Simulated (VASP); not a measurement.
Here is a VASP 6.6.1 calculation.

Contents of POSCAR:

```
Au
1.0
    2.9162060726      0.0000000000      0.0000000000
    0.0000000000      2.9162060726      0.0000000000
    0.0000000000      0.0000000000     25.3103454465
Au
6
Direct
    0.5000000000      0.5000000000      0.2963215186
    0.0000000000      0.0000000000      0.3777929112
    0.5000000000      0.5000000000      0.4592643037
    0.0000000000      0.0000000000      0.5407356963
    0.5000000000      0.5000000000      0.6222070888
    0.0000000000      0.0000000000      0.7036784814
```

INCAR.step1

```
PREC = Accurate ; ENCUT = 520
ISMEAR = 0 ; SIGMA = 0.1
LREAL = False ; LASPH = True
NELM = 60 ; LDIPOL = True
IDIPOL = 3 ; DIPOL = 0.5 0.5 0.500
NBANDS = 42 ; GGA = PE
ALGO = Normal ; EDIFF = 1E-4
LWAVE = True ; LCHARG = False
```

The input INCAR.step2:

```
PREC = Accurate ; ENCUT = 520
EDIFF = 1E-6 ; ISMEAR = 0
SIGMA = 0.1 ; LREAL = False
LASPH = True ; NELM = 60
ALGO = Normal ; ISIF = 2
LWAVE = False ; LCHARG = False
LDIPOL = True ; IDIPOL = 3
DIPOL = 0.5 0.5 0.500 ; METAGGA = R2SCAN
LMIXTAU = True ; NBANDS = 42
ISTART = 1
```

Contents of KPOINTS:

```
Automatic mesh
0
Gamma
  12 12 3
```

Potentials or basis: VASP PAW PBE potentials, release 64 (Au).

Launch:

```bash
$ cat potpaw_PBE.64/Au/POTCAR > POTCAR
$ cp INCAR.step1 INCAR
$ mpirun -np 1 vasp_std > vasp.out
$ cp INCAR.step2 INCAR
$ mpirun -np 1 vasp_std > vasp.out
```

Task: What does it give for the band gap on the k mesh?

Result: Zero (bands 33 and 34 overlap by 5.43 eV).

Task: Estimate the largest force.

Result: 0.094 eV/Å.

Forces on the atoms (eV/Å):
```
Au   0.000  0.000  0.094
Au   0.000  0.000 -0.091
Au   0.000  0.000 -0.011
Au   0.000  0.000  0.011
Au   0.000  0.000  0.091
Au   0.000  0.000 -0.094
```

Caveat: the PAW data sets were made with another functional, which shifts forces and pressure a little; spin-orbit coupling is left out, which moves the levels of the heavy elements.
